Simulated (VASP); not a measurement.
Runs of VASP 6.6.1 on Ge. Symmetry: P6_3/mmc, No. 194, hexagonal system. The conventional cell has a = 3.998 Å, b = 3.998 Å, c = 6.599 Å, α = 90.00°, β = 90.00°, γ = 120.00°. Within 3.2 Å of Ge (site symmetry 3m) lie 4 Ge at 2.45 to 2.47 Å. This isn't the form of Ge at room conditions, which is diamond.

| k mesh | gap on the mesh (eV) | pressure (GPa) | largest force (eV/Å) |
| --- | --- | --- | --- |
| 8 × 8 × 4 | 0.07 | 0.0 | 0.01 |
| 5 × 5 × 3 | 0.06 | 0.1 | 0.02 |
| 2 × 2 × 1 | 0.09 | (b) | 0.07 |
| 7 × 7 × 4 | 0.07 | 0.0 | 0.01 |
| 4 × 4 × 2 | 0.07 | 0.3 | 0.01 |
| 3 × 3 × 2 | 0.07 | (a) | 0.02 |

Alike in all rows: task single point; level r2SCAN; potentials or basis VASP PAW PBE potentials, release 64 (Ge_d); no spin polarisation; cell as given; cutoff (eV) 520; smearing fermi-dirac 0.1 eV.

Question: Fill in the values left out.

Answer: (a) 1.0; (b) 3.6.

Caveats: some runs use coarse meshes; semilocal functionals underestimate gaps, and a narrow one can read as zero; the PAW data sets were made with another functional, which shifts forces and pressure a little; the smearing spreads over this small gap (at least some runs).

A k mesh can miss the band edges, and the runs leave out spin-orbit coupling on Ge.
